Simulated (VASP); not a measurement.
Wanted: the native input for a VASP 6.6.1 run.

* Task: single point
* Functional: PBEsol
* Potentials or basis: VASP PAW PBE potentials, release 64 (Sb)
* Cutoff: 520 eV
* k mesh: 19 × 19 × 19
* Occupations: fermi-dirac, width 0.05 eV
* Spin: no spin polarisation
* Dipole correction: no
* Further INCAR settings: ALGO = Normal; EDIFF = 1e-07; NBANDS = 8

The structure of Sb lies in POSCAR:

```
Sb
1.0
   -1.5149671779      1.5149671779      2.4964243197
    1.5149671779     -1.5149671779      2.4964243197
    1.5149671779      1.5149671779     -2.4964243197
Sb
1
Direct
    0.0000000000      0.0000000000      0.0000000000
```

One way to write it, as run:

INCAR

```
SYSTEM = Sb
PREC = Accurate
ENCUT = 520
EDIFF = 1E-7
ISMEAR = -1
SIGMA = 0.05
LREAL = .FALSE.
LASPH = .TRUE.
NELM = 80
ALGO = Normal
ISIF = 2
LWAVE = .FALSE.
LCHARG = .TRUE.
GGA = PS
LELF = .TRUE.
LVHAR = .TRUE.
NBANDS = 8
```

KPOINTS

```
Automatic mesh
0
G
  19 19 19
  0 0 0
```

Potentials or basis: VASP PAW PBE potentials, release 64 (Sb).

Command:

```console
$ cat potpaw_PBE.64/Sb/POTCAR > POTCAR
$ mpirun -np 1 vasp_std > vasp.out
```

It gave:

```yaml
Pressure: 12.8 GPa
Band_gap_on_the_k_mesh: zero (an odd number of electrons rules out a gap without spin polarisation)
```

Caveat: the cell stands under pressure; the PAW data sets were made with another functional, which shifts forces and pressure a little; spin-orbit coupling is left out, which moves the levels of the heavy elements.

It took 83 s on 1 thread of Intel Xeon 8259CL, on a shared host, peak memory 0.22 GiB.
